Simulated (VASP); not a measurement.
Write the native input for VASP 6.6.1 that does the following.

| Quantity | Value |
| --- | --- |
| Task | single point |
| Functional | PBE |
| Potentials or basis | VASP PAW PBE potentials, release 64 (Cu, O) |
| Cutoff | 520 eV |
| k mesh | 10 × 10 × 5 |
| Occupations | fermi-dirac, width 0.05 eV |
| Spin | no spin polarisation |
| Dipole correction | no |
| Further INCAR settings | ALGO = Normal; EDIFF = 1e-06; NBANDS = 25 |

The structure of CuO lies in POSCAR:

```
CuO
1.0
    2.3129614193     -1.6902429297      0.0000000000
    2.3129614193      1.6902429297      0.0000000000
   -0.8489194314      0.0000000000      4.9910602940
Cu O
2 2
Direct
    0.0032000000      0.4968000000      0.0000000000
    0.4968000000      0.0032000000      0.5000000000
    0.5714000000      0.4056000000      0.2537000000
    0.4056000000      0.5714000000      0.7537000000
```

One way to write it, as run:

INCAR

```
PREC = Accurate
ENCUT = 520
EDIFF = 1E-6
ISMEAR = -1
SIGMA = 0.05
LREAL = F
LASPH = T
NELM = 60
ALGO = Normal
ISIF = 2
LWAVE = F
LCHARG = F
GGA = PE
NBANDS = 25
```

KPOINTS

```
regular mesh
0
Gamma
  10 10 5
```

Potentials or basis: VASP PAW PBE potentials, release 64 (Cu, O).

Command:

```sh
$ cat potpaw_PBE.64/Cu/POTCAR potpaw_PBE.64/O/POTCAR > POTCAR
$ mpirun -np 1 vasp_std > vasp.out
```

It gave:

| Property | Result |
| --- | --- |
| Pressure | 14.9 GPa |
| Largest force | 0.921 eV/Å |
| Band gap on the k mesh | zero (band 17 reaches 6.52 eV, above the bottom of band 18 at 5.92 eV) |

Caveat: semilocal functionals often make such compounds metallic where correlation or magnetic order opens a gap, which also shifts bond lengths.

It took 64 s on 1 thread of Intel(R) Xeon(R) Platinum 8488C (Sapphire Rapids), on a shared host, peak memory 0.24 GiB.
